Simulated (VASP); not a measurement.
# GaAs (F-43m) in VASP: single point with PBE

Aim: the single point of GaAs with PBE.

All numbers are computed with VASP 6.6.1; they aren't measurements. Logs are shortened: lines on timing, memory, paths and dates and some standing lists are left out, and cuts for length are marked.

**What was measured.**

From “Evidence of valence band perturbations in GaAsN/GaAs(001): A combined variable-angle spectroscopic ellipsometry and modulated photoreflectance investigation”, 2008, arxiv:0805.2212, for a bulk crystal of GaAs at 300 K: band gap 1.412 ± 0.01 eV (direct).

The results are compared with them further down.

## Step 1: The cell of the first run

The structure is cubic, space group F-43m (No. 216). The conventional cell has a = 5.743 Å, b = 5.743 Å, c = 5.743 Å, α = 90.00°, β = 90.00°, γ = 90.00°. Within 3.3 Å of Ga (site symmetry -43m) lie 4 As at 2.49 Å. Within 3.3 Å of As (site symmetry -43m) lie 4 Ga at 2.49 Å.

## Step 2: Single point, PBE

INCAR reads:

```
PREC     = Accurate       # precision mode
ENCUT    = 520            # plane-wave cutoff, eV
EDIFF    = 1E-6           # SCF threshold, eV
ISMEAR   = 0              # smearing method
SIGMA    = 0.01           # smearing width, eV
LREAL    = F              # projectors in reciprocal space
LASPH    = T              # aspherical terms in the spheres
NELM     = 100            # most SCF steps
ALGO     = Normal         # electronic algorithm
ISIF     = 2              # what is computed and relaxed
LWAVE    = F              # write WAVECAR
LCHARG   = T              # write CHGCAR
GGA      = PE             # functional
LELF     = T              # ELF
LVHAR    = T            
NBANDS   = 16             # bands
```

KPOINTS reads:

```
Automatic mesh
0
Gamma
  8 8 8
```

POSCAR reads:

```
GaAs
1.0
    0.0000000000      2.8714634928      2.8714634928
    2.8714634928      0.0000000000      2.8714634928
    2.8714634928      2.8714634928      0.0000000000
Ga As
1 1
Direct
    0.0000000000      0.0000000000      0.0000000000
    0.2500000000      0.2500000000      0.2500000000
```

Potentials or basis: VASP PAW PBE potentials, release 64 (Ga_d, As).

The run is started by

```bash
$ cat potpaw_PBE.64/Ga_d/POTCAR potpaw_PBE.64/As/POTCAR > POTCAR
$ mpirun -np 1 vasp_std > vasp.out
```

OUTCAR:

```text
PREC = Accurate
   ENCUT = 520
   EDIFF = 1E-6
   ISMEAR = 0
   LREAL = F
   LASPH = T
   NELM = 100
   ISIF = 2
   GGA = PE

 ion  position               nearest neighbor table
   1  0.000  0.000  0.000-   2 2.49   2 2.49   2 2.49   2 2.49
   2  0.250  0.250  0.250-   1 2.49   1 2.49   1 2.49   1 2.49

  LATTYP: Found a face centered cubic cell.
 ALAT       =     5.7429269856

  Lattice vectors:

 A1 = (   0.0000000000,   2.8714634928,   2.8714634928)
 A2 = (   2.8714634928,   0.0000000000,   2.8714634928)
 A3 = (   2.8714634928,   2.8714634928,   0.0000000000)

Analysis of symmetry for initial positions (statically):
=====================================================================
 Subroutine PRICEL returns:
 Original cell was already a primitive cell.

 Routine SETGRP: Setting up the symmetry group for a
 face centered cubic supercell.

 Subroutine GETGRP returns: Found 24 space group operations
 (whereof 24 operations were pure point group operations)
 out of a pool of 48 trial point group operations.

The static configuration has the point symmetry T_d .

Analysis of symmetry for dynamics (positions and initial velocities):
=====================================================================
 Subroutine PRICEL returns:
 Original cell was already a primitive cell.

 Routine SETGRP: Setting up the symmetry group for a
 face centered cubic supercell.

 Subroutine GETGRP returns: Found 24 space group operations
 (whereof 24 operations were pure point group operations)
 out of a pool of 48 trial point group operations.

The dynamic configuration has the point symmetry T_d .

 Subroutine INISYM returns: Found 24 space group operations
 (whereof 24 operations are pure point group operations),
 and found     1 'primitive' translations

----------------------------------------------------------------------------------------

                                     Primitive cell

  volume of cell :      47.3522

  direct lattice vectors                    reciprocal lattice vectors
     0.000000000  2.871463493  2.871463493    -0.174127236  0.174127236  0.174127236
     2.871463493  0.000000000  2.871463493     0.174127236 -0.174127236  0.174127236
     2.871463493  2.871463493  0.000000000     0.174127236  0.174127236 -0.174127236

  length of vectors
     4.060862615  4.060862615  4.060862615     0.301597219  0.301597219  0.301597219

  position of ions in fractional coordinates (direct lattice)
     0.000000000  0.000000000  0.000000000
     0.250000000  0.250000000  0.250000000

[... 70 lines left out ...]
   ISPIN  =      1    spin polarized calculation?
   LNONCOLLINEAR =      F non collinear calculations
   LSORBIT =      F    spin-orbit coupling
   LASPH  =      T    aspherical Exc in radial PAW
   ENCUT  =  520.0 eV  38.22 Ry    6.18 a.u.   7.55  7.55  7.55*2*pi/ulx,y,z
   NELM   =    100;   NELMIN=  2; NELMDL= -5     # of ELM steps
   EDIFF  = 0.1E-05   stopping-criterion for ELM
   LREAL  =      F    real-space projection
[... 7 lines left out ...]
   TEBEG  =    0.0;   TEEND  =   0.0 temperature during run
   PSTRESS=    0.0 pullay stress
   NELECT =      18.0000    total number of electrons
   NUPDOWN=      -1.0000    fix difference up-down
   EMIN   =  10.00;   EMAX   =-10.00  energy-range for DOS
   EFERMI =   0.00;   METHOD = LEGACY
   ISMEAR =     0;   SIGMA  =   0.01  broadening in eV -4-tet -1-fermi 0-gaus
   EFERMI_NEDOS =   21; number of points for ismear=-14 and -15
   IALGO  =     38    algorithm
   IMIX   =      4    mixing-type and parameters
     AMIX     =   0.40;   BMIX     =  1.00
     AMIX_MAG =   1.60;   BMIX_MAG =  1.00
  volume/ion in A,a.u.               =      23.68       159.77
  Fermi-wavevector in a.u.,A,eV,Ry     =   1.185912  2.241048 19.135052  1.406387
  Thomas-Fermi vector in A             =   2.322096
   LORBIT       =      0    0 simple, 1 ext, 2 COOP (PROOUT), +10 PAW based schemes
   GGA     = PE    functional components
   LHFCALC =     F    Hartree Fock is set to
   AEXX    =    0.0000 exact exchange contribution
   IVDW    =     0    specifies the selected vdW correction
   LEPSILON=     F    determine dielectric tensor
   LRPA    =     F    only Hartree local field effects (RPA)
 non-spin polarized calculation
 Gauss-broadening in eV      SIGMA  =   0.01
  energy-cutoff  :      520.00
  volume of cell :       47.35
 maximum number of plane-waves:      1298
   NGX = 15   NGY = 15   NGZ = 15

 number of electron      17.9999987 magnetization

 Free energy of the ion-electron system (eV)
  ---------------------------------------------------
  ext. energy  EPLUGINS =         0.00000000
  ---------------------------------------------------
  free energy    TOTEN  =        -8.27115766 eV

  energy without entropy =       -8.27115766  energy(sigma->0) =       -8.27115766

 E-fermi :   3.6266     XC(G=0):  -9.3776

 val. band max:        3.5028750568   @ k =   0.0000   0.0000   0.0000
 cond. band min:       3.6745799072   @ k =   0.0000   0.0000   0.0000
 fundamental gap:      0.1717048504
 Fermi energy:         3.6266274996

 k-point     1 :       0.0000    0.0000    0.0000
  band No.  band energies     occupation
      1     -11.2288      2.00000
      2     -11.2288      2.00000
      3     -11.2288      2.00000
      4     -11.1606      2.00000
      5     -11.1606      2.00000
      6      -8.8955      2.00000
[... 433 lines left out ...]
      3     -11.2012      2.00000
      4     -11.1640      2.00000
      5     -11.1575      2.00000
      6      -6.9564      2.00000
[... 8 lines left out ...]
     15      14.9542      0.00000
     16      15.3662      0.00000

 [... further k-points ...]

------------------------ aborting loop because EDIFF is reached ----------------------------------------

  FORCE on cell =-STRESS in cart. coord.  units (eV):
  Direction    XX          YY          ZZ          XY          YZ          ZX
  --------------------------------------------------------------------------------------
  -------------------------------------------------------------------------------------
  Total        0.0601095      0.0601095      0.0601095     -0.0000000      0.0000000     -0.0000000
  in kB        2.0338267      2.0338267      2.0338267     -0.0000000      0.0000000     -0.0000000
  external PRESSURE =       2.0338267 kB  Pullay stress =       0.0000000 kB

 VOLUME and BASIS-vectors are now :
 -----------------------------------------------------------------------------
  energy-cutoff  :      520.00
  volume of cell :       47.35
      direct lattice vectors                 reciprocal lattice vectors
     0.000000000  2.871463493  2.871463493    -0.174127236  0.174127236  0.174127236
     2.871463493  0.000000000  2.871463493     0.174127236 -0.174127236  0.174127236
     2.871463493  2.871463493  0.000000000     0.174127236  0.174127236 -0.174127236

 POSITION                                       TOTAL-FORCE (eV/Angst)
 -----------------------------------------------------------------------------------
      0.00000      0.00000      0.00000        -0.000000      0.000000     -0.000000
      1.43573      1.43573      1.43573         0.000000     -0.000000      0.000000
 -----------------------------------------------------------------------------------
    total drift:                                0.000002      0.000002      0.000002

  FREE ENERGIE OF THE ION-ELECTRON SYSTEM (eV)
  ---------------------------------------------------
  free  energy   TOTEN  =        -8.2711576624 eV

  energy  without entropy=       -8.2711576624  energy(sigma->0) =       -8.27115766
```

OSZICAR:

```text
N       E                     dE             d eps       ncg     rms          rms(c)
DAV:   1     0.846773255866E+02    0.84677E+02   -0.89914E+03   944   0.153E+03
DAV:   2    -0.147921647852E+01   -0.86157E+02   -0.82050E+02  1080   0.314E+02
DAV:   3    -0.831245448894E+01   -0.68332E+01   -0.68127E+01  1160   0.676E+01
DAV:   4    -0.842066772652E+01   -0.10821E+00   -0.10820E+00  1120   0.950E+00
DAV:   5    -0.842235830596E+01   -0.16906E-02   -0.16906E-02  1152   0.108E+00    0.276E+00
DAV:   6    -0.828675373091E+01    0.13560E+00   -0.21073E-01  1424   0.754E+00    0.166E+00
DAV:   7    -0.826972639738E+01    0.17027E-01   -0.58233E-02  1128   0.168E+00    0.555E-01
DAV:   8    -0.827063086951E+01   -0.90447E-03   -0.97843E-03  1096   0.110E+00    0.950E-02
DAV:   9    -0.827103578035E+01   -0.40491E-03   -0.92955E-04  1152   0.372E-01    0.523E-02
DAV:  10    -0.827110343101E+01   -0.67651E-04   -0.68545E-05  1232   0.769E-02    0.285E-02
DAV:  11    -0.827115735076E+01   -0.53920E-04   -0.77445E-05  1024   0.642E-02    0.363E-03
DAV:  12    -0.827115766239E+01   -0.31163E-06   -0.11577E-06  1016   0.145E-02
   1 F= -.82711577E+01 E0= -.82711577E+01  d E =-.113722E-14
```

stdout:

```text
POSCAR found type information on POSCAR GaAs
 POSCAR found :  2 types and       2 ions
 scaLAPACK will be used
 LDA part: xc-table for (Slater+PW92), standard interpolation
 POSCAR, INCAR and KPOINTS ok, starting setup
 FFT: planning ... GRIDC
 FFT: planning ... GRID_SOFT
 FFT: planning ... GRID
 WAVECAR not read
 entering main loop
```

Wall time 25 s (1 thread of Intel Xeon Platinum 8259CL at 2.50GHz (Skylake/Cascade Lake), shared host); peak memory 0.18 GiB.

Results:

- Free energy: -8.2712 eV
- Pressure: 0.2 GPa
- Band gap on the k mesh: 0.17 eV, direct

## Step 3: Comparison with measurements

Step 2. Against the measured gap of GaAs, 1.412 eV (direct; 300 K; “Evidence of valence band perturbations in GaAsN/GaAs(001): A combined variable-angle spectroscopic ellipsometry and modulated photoreflectance investigation”, 2008, arxiv:0805.2212), the calculated 0.17 eV is off by -1.24 eV. So large a miss can be the level of theory's own, or it may mean another phase, state or a wrong row. 3 values of this kind are on record (1.412 to 1.51 eV); this one was drawn at random among those near their median, those with a stated uncertainty first. Spin-orbit coupling on As, Ga is left out. The value is that of PBE, without temperature or zero-point motion. Semilocal functionals fall short of measured gaps as a rule.
